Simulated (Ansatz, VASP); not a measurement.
## MgHgSe2: VASP beside Ansatz

```
CELL_PARAMETERS angstrom
4.30995 0.00000 0.00000
0.00000 4.30995 0.00000
0.00000 0.00000 5.99503
ATOMIC_POSITIONS crystal
Mg 0.00000 0.00000 0.00000
Se 0.00000 0.50000 0.23519
Se 0.50000 0.00000 0.76481
Hg 0.50000 0.50000 0.50000
```

Alike in both runs: task single point; functional PBE; k mesh 6 × 6 × 4; no spin polarisation.

|  | VASP | Ansatz |
| --- | --- | --- |
| version | VASP 6.6.1 | Ansatz 0.2.0 |
| potentials or method | VASP PAW PBE potentials, release 64 (Mg, Se, Hg) | plane waves, PAW |
| plane-wave cutoff (eV) | 520 | 420 |
| occupations | gaussian, width 0.01 eV | fixed |
| valence electrons in the cell | 26 | 62 |

```csv
,VASP,Ansatz,Ansatz less VASP
gap on the k mesh at the Fermi level (eV),0.63,0.63,+0.003
pressure (GPa),1.5,1.4,-0.10
rms of the force components (eV/Å),0.027,0.011,-0.0152
```

VASP's potentials hold 26 valence electrons a cell and Ansatz's 62, so a difference there can come from the potentials and not from the codes.

Spin-orbit coupling is off throughout.
